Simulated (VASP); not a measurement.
Write the native input for VASP 6.6.1 that does the following.

```yaml
Task: relaxation of cell and atoms
Functional: PBE
Potentials_or_basis: VASP PAW PBE potentials, release 64 (Tl_d, Sn_d, H)
Cutoff: 600 eV
k_mesh: 4 × 4 × 2
Occupations: gaussian, width 0.1 eV
Spin: no spin polarisation
Dipole_correction: no
Further_INCAR_settings: ALGO = Normal; EDIFF = 1e-06; IBRION = 2; EDIFFG = -0.04; NSW = 90; ISIF = 3
```

The structure of Tl2Sn2H5 lies in POSCAR:

```
Tl2Sn2H5
1.0
    4.1834156000      0.0000000000      0.0000000000
    0.0000000000      4.1834156000      0.0000000000
    0.0000000000      0.0000000000      8.3467602400
Tl Sn H
2 2 5
Direct
    0.0000000000      0.0000000000      0.0000000000
    0.0000000000      0.0000000000      0.5000000000
    0.5000000000      0.5000000000      0.2566320000
    0.5000000000      0.5000000000      0.7433680000
    0.5000000000      0.0000000000      0.2209000000
    0.5000000000      0.0000000000      0.7791000000
    0.5000000000      0.5000000000      0.5000000000
    0.0000000000      0.5000000000      0.2209000000
    0.0000000000      0.5000000000      0.7791000000
```

The cell was generated, and may not be a known phase.

These files were run (other wordings do the same):

INCAR

```
ALGO = Normal
EDIFF = 1E-6
EDIFFG = -0.04
ENCUT = 600
GGA = PE
IBRION = 2
ISIF = 3
ISMEAR = 0
LASPH = T
LCHARG = F
LREAL = F
LWAVE = F
NELM = 80
NSW = 90
PREC = Accurate
SIGMA = 0.1
```

KPOINTS

```
k-points
0
Gamma
  4 4 2
```

Potentials or basis: VASP PAW PBE potentials, release 64 (Tl_d, Sn_d, H).

The run is started by

```console
$ cat potpaw_PBE.64/Tl_d/POTCAR potpaw_PBE.64/Sn_d/POTCAR potpaw_PBE.64/H/POTCAR > POTCAR
$ mpirun -np 1 vasp_std > vasp.out
```

It gave:

```yaml
Relaxed_volume: 16.11 Å³/atom
Relaxed_cell: a = 4.425 Å, b = 4.425 Å, c = 7.404 Å, α = 90.00°, β = 90.00°, γ = 90.00°
Space_group_after_relaxing_to_0.1_Å: P4/mmm (No. 123)
Energy_gained_by_relaxing: 91.0 meV/atom
Ionic_steps: 15
Pressure_after_relaxing: 0.0 GPa
Largest_force_after_relaxing: 0.039 eV/Å
Band_gap_on_the_k_mesh: zero (an odd number of electrons rules out a gap without spin polarisation)
```

Caveat: the k points lie up to 0.42 Å⁻¹ apart in the final cell, too coarse for converged energies and pressures of a metal; spin-orbit coupling is left out, which moves the levels of the heavy elements; an odd number of electrons without spin polarisation forces a metal; a magnetic or distorted state may lie lower.

It took 15 min on 1 thread of Oxide Virtual Turin-like Processor, on a shared host, peak memory 0.31 GiB.
